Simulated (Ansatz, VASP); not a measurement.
**Rb: VASP beside Ansatz**

File INCAR:

```
SYSTEM = Rb
  PREC = Accurate
  ENCUT = 520
  EDIFF = 1E-6
  ISMEAR = 0
  SIGMA = 0.05
  LREAL = .FALSE.
  LASPH = .TRUE.
  NELM = 100
  ALGO = Fast
  ISIF = 2
  LWAVE = .FALSE.
  LCHARG = .FALSE.
  GGA = PE
  NBANDS = 10
```

Contents of KPOINTS:

```
Automatic mesh
0
G
  6 6 6
  0 0 0
```

Contents of POSCAR:

```
Rb
1.0
   -2.7950000000      2.7950000000      2.7950000000
    2.7950000000     -2.7950000000      2.7950000000
    2.7950000000      2.7950000000     -2.7950000000
Rb
1
Direct
    0.0000000000      0.0000000000      0.0000000000
```

Input for Ansatz:

```yaml
crystal:
  lattice:
    - [-2.795, 2.795, 2.795]
    - [2.795, -2.795, 2.795]
    - [2.795, 2.795, -2.795]
  atoms:
    - { symbol: Rb, position: [0.0, 0.0, 0.0] }
basis:
  ecutwfc: 600
  ecutrho_ratio: 5
kpoints:
  mp_grid: { grid: [6, 6, 6] }
hamiltonian:
  xc: pbe
scf:
  occupations: { method: gaussian, width: 0.05 }
output:
  forces: true
  stress: true
  eigenvalues: true
```

Alike in both runs: task single point; functional PBE; k mesh 6 × 6 × 6; occupations gaussian, width 0.05 eV; no spin polarisation.

|  | VASP | Ansatz |
| --- | --- | --- |
| version | VASP 6.6.1 | Ansatz 0.2.0 |
| potentials or method | VASP PAW PBE potentials, release 64 (Rb_sv), cutoff 520 eV | scalar-relativistic, plane waves, PAW |
| valence electrons in the cell | 9 | 9 |

```tsv
	VASP	Ansatz	Ansatz less VASP
pressure (GPa)	0.1	0.1	0.00
```

The functional is the same, so the differences come from potentials, cutoffs and numerics.
